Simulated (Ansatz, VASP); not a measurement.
## MgO: VASP beside Ansatz

INCAR

```
SYSTEM = MgO
PREC     = Accurate       ! precision mode
ENCUT    = 520            ! plane-wave cutoff, eV
EDIFF    = 1E-7           ! SCF threshold, eV
ISMEAR   = 0              ! smearing method
SIGMA    = 0.5            ! smearing width, eV
LREAL    = .FALSE.        ! projectors in reciprocal space
LASPH    = .TRUE.         ! aspherical terms in the spheres
NELM     = 80             ! most SCF steps
ALGO     = Normal         ! electronic algorithm
ISIF     = 2              ! what is computed and relaxed
LWAVE    = .FALSE.        ! write WAVECAR
LCHARG   = .FALSE.        ! write CHGCAR
LDIPOL   = .TRUE.       
IDIPOL   = 3            
DIPOL    = 0.5 0.5 0.500
GGA      = PE             ! functional
NBANDS   = 36             ! bands
```

KPOINTS

```
Automatic mesh
0
G
  9 9 1
  0 0 0
```

File POSCAR:

```
MgO
1.0
    3.0079232189      0.0000000000      0.0000000000
    0.0000000000      3.0079232189      0.0000000000
    0.0000000000      0.0000000000     25.6346145270
Mg O
6 6
Direct
    0.5000000000      0.5000000000      0.2925731531
    0.0000000000      0.0000000000      0.3755438918
    0.5000000000      0.5000000000      0.4585146306
    0.0000000000      0.0000000000      0.5414853694
    0.5000000000      0.5000000000      0.6244561082
    0.0000000000      0.0000000000      0.7074268469
    0.0000000000      0.0000000000      0.2925731531
    0.5000000000      0.5000000000      0.3755438918
    0.0000000000      0.0000000000      0.4585146306
    0.5000000000      0.5000000000      0.5414853694
    0.0000000000      0.0000000000      0.6244561082
    0.5000000000      0.5000000000      0.7074268469
```

Input for Ansatz:

```yaml
crystal:
  lattice:
    - [3.0079232189, 0.0, 0.0]
    - [0.0, 3.0079232189, 0.0]
    - [0.0, 0.0, 25.634614527]
  atoms:
    - { symbol: Mg, position: [0.5, 0.5, 0.2925731531] }
    - { symbol: O, position: [0.0, 0.0, 0.2925731531] }
    - { symbol: Mg, position: [0.0, 0.0, 0.3755438918] }
    - { symbol: O, position: [0.5, 0.5, 0.3755438918] }
    - { symbol: Mg, position: [0.5, 0.5, 0.4585146306] }
    - { symbol: O, position: [0.0, 0.0, 0.4585146306] }
    - { symbol: Mg, position: [0.0, 0.0, 0.5414853694] }
    - { symbol: O, position: [0.5, 0.5, 0.5414853694] }
    - { symbol: Mg, position: [0.5, 0.5, 0.6244561082] }
    - { symbol: O, position: [0.0, 0.0, 0.6244561082] }
    - { symbol: Mg, position: [0.0, 0.0, 0.7074268469] }
    - { symbol: O, position: [0.5, 0.5, 0.7074268469] }
basis:
  ecutwfc: 420
kpoints:
  mp_grid: { grid: [9, 9, 1] }
hamiltonian:
  xc: pbe
scf:
  occupations: { method: gaussian, width: 0.5 }
output:
  forces: true
  stress: true
  eigenvalues: true
efield:
  axis: 3
  dipole_correction: true
  ramp_width: 0.04
```

Alike in both runs: task single point; functional PBE; k mesh 9 × 9 × 1; occupations gaussian, width 0.5 eV; no spin polarisation.

```csv
,VASP,Ansatz
version,VASP 6.6.1,Ansatz 0.2.0
potentials or method,"VASP PAW PBE potentials, release 64 (Mg, O), cutoff 520 eV","scalar-relativistic, plane waves, PAW"
valence electrons in the cell,48,96
```

```csv
,VASP,Ansatz,Ansatz less VASP
gap on the k mesh at the Fermi level (eV),3.27,3.30,+0.024
least direct gap on the mesh (eV),3.27,3.30,+0.024
rms of the force components (eV/Å),0.153,0.146,-0.0070
```

VASP's potentials hold 48 valence electrons a cell and Ansatz's 96, so a difference there can come from the potentials and not from the codes.
